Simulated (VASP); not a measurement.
A run of VASP 6.6.1 is set up as follows.

File INCAR:

```
SYSTEM = Cu
PREC = Accurate
ENCUT = 820
EDIFF = 1E-6
ISMEAR = 0
SIGMA = 0.15
LREAL = .FALSE.
LASPH = .TRUE.
NELM = 120
ALGO = Normal
ISIF = 2
LWAVE = .FALSE.
LCHARG = .FALSE.
GGA = PE
NBANDS = 16
GGA_COMPAT = .FALSE.
```

The input KPOINTS:

```
regular mesh
0
G
  28 28 28
  0 0 0
```

POSCAR

```
Cu
1.0
    0.0000000000      1.9056178346      1.9056178346
    1.9056178346      0.0000000000      1.9056178346
    1.9056178346      1.9056178346      0.0000000000
Cu
1
Direct
    0.0000000000      0.0000000000      0.0000000000
```

Potentials or basis: VASP PAW PBE potentials, release 64 (Cu_sv_GW).

Launch:

```console
$ cat potpaw_PBE.64/Cu_sv_GW/POTCAR > POTCAR
$ mpirun -np 1 vasp_std > vasp.out
```

(1) Estimate the band gap on the k mesh.

(2) Predict the pressure.

Results:

(1) zero (an odd number of electrons rules out a gap without spin polarisation).

(2) -14.6 GPa.

Caveat: the cell differs from its parent crystal (strain +0.050 along x and y, +0.050 along z); the cell stands under tension.
